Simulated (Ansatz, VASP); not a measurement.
ZrN: VASP beside Ansatz

File INCAR:

```
SYSTEM = ZrN
ALGO     = Normal         ! electronic algorithm
EDIFF    = 1E-6           ! SCF threshold, eV
ENCUT    = 600            ! plane-wave cutoff, eV
GGA_COMPAT= .False.      
ISIF     = 2              ! what is computed and relaxed
ISMEAR   = 0              ! smearing method
LASPH    = .True.         ! aspherical terms in the spheres
LCHARG   = .True.         ! write CHGCAR
LELF     = .True.         ! ELF
LREAL    = .False.        ! projectors in reciprocal space
LVHAR    = .True.       
LWAVE    = .False.        ! write WAVECAR
NBANDS   = 16             ! bands
NELM     = 120            ! most SCF steps
PREC     = Accurate       ! precision mode
SIGMA    = 0.15           ! smearing width, eV
```

Contents of KPOINTS:

```
k-points
0
Gamma
  20 20 20
  0 0 0
```

File POSCAR:

```
ZrN
1.0
    0.0000000000      2.2842300000      2.2842300000
    2.2842300000      0.0000000000      2.2842300000
    2.2842300000      2.2842300000      0.0000000000
Zr N
1 1
Direct
    0.0000000000      0.0000000000      0.0000000000
    0.5000000000      0.5000000000      0.5000000000
```

Input for Ansatz:

```yaml
crystal:
  lattice:
    - [0.0, 2.28423, 2.28423]
    - [2.28423, 0.0, 2.28423]
    - [2.28423, 2.28423, 0.0]
  atoms:
    - { symbol: Zr, position: [0.0, 0.0, 0.0] }
    - { symbol: "N", position: [0.5, 0.5, 0.5] }
basis:
  ecutwfc: 420
kpoints:
  mp_grid: { grid: [20, 20, 20] }
hamiltonian:
  xc: lda
scf:
  occupations: { method: gaussian, width: 0.15 }
output:
  forces: true
  stress: true
  eigenvalues: true
```

Alike in both runs: task single point; functional LDA; k mesh 20 × 20 × 20; occupations gaussian, width 0.15 eV; no spin polarisation.

```csv
,VASP,Ansatz
version,VASP 6.6.1,Ansatz 0.2.0
potentials or method,"VASP PAW LDA potentials, release 64 (Zr_sv, N), cutoff 600 eV","scalar-relativistic, plane waves, PAW"
valence electrons in the cell,17,17
```

VASP gave:

- gap on the k mesh at the Fermi level (eV): none
- pressure (GPa): -7.0

Task: What did Ansatz give for the same quantities?

Result: gap on the k mesh at the Fermi level (eV): none; pressure (GPa): -7.7.

LDA's correlation is that of Perdew and Zunger in VASP and of Perdew and Wang (1992) in Ansatz. A gap of «none» marks a metal or a gap that the smearing closes.
